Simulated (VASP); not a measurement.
Write the native input for VASP 6.6.1 that does the following.

| Item | Value |
| --- | --- |
| Task | single point |
| Functional | PBEsol |
| Potentials or basis | VASP PAW PBE potentials, release 64 (Sc_sv, Al) |
| Cutoff | 520 eV |
| k mesh | 12 × 12 × 12 |
| Occupations | gaussian, width 0.15 eV |
| Spin | no spin polarisation |
| Dipole correction | no |
| Further INCAR settings | ALGO = Fast; EDIFF = 1e-06; NBANDS = 18 |

The structure of ScAl3 lies in POSCAR:

```
ScAl3
1.0
    4.0712986161      0.0000000000      0.0000000000
    0.0000000000      4.0712986161      0.0000000000
    0.0000000000      0.0000000000      3.7455947268
Sc Al
1 3
Direct
    0.0000000000      0.0000000000      0.0000000000
    0.5000000000      0.0000000000      0.5000000000
    0.0000000000      0.5000000000      0.5000000000
    0.5000000000      0.5000000000      0.0000000000
```

This cell differs from its parent crystal: strain +0.000 along x and y, -0.080 along z.

These files were run (other wordings do the same):

INCAR

```
  PREC = Accurate
  ENCUT = 520
  EDIFF = 1E-6
  ISMEAR = 0
  SIGMA = 0.15
  LREAL = False
  LASPH = True
  NELM = 80
  ALGO = Fast
  ISIF = 2
  LWAVE = False
  LCHARG = True
  GGA = PS
  LELF = True
  LVHAR = True
  NBANDS = 18
```

KPOINTS

```
regular mesh
0
Gamma
  12 12 12
```

Potentials or basis: VASP PAW PBE potentials, release 64 (Sc_sv, Al).

Launch:

```sh
$ cat potpaw_PBE.64/Sc_sv/POTCAR potpaw_PBE.64/Al/POTCAR > POTCAR
$ mpirun -np 1 vasp_std > vasp.out
```

Results of the run:

```
Pressure               : 9.6 GPa
Band gap on the k mesh : zero (band 10 reaches 8.98 eV, above the bottom of band 11 at 5.17 eV)
```

Caveat: the cell differs from its parent crystal (strain +0.000 along x and y, -0.080 along z); the PAW data sets were made with another functional, which shifts forces and pressure a little.

Wall time 3.5 min on 1 thread of AMD EPYC 7R43 64-Core Processor (Zen 3) (shared host), peak memory 0.28 GiB.
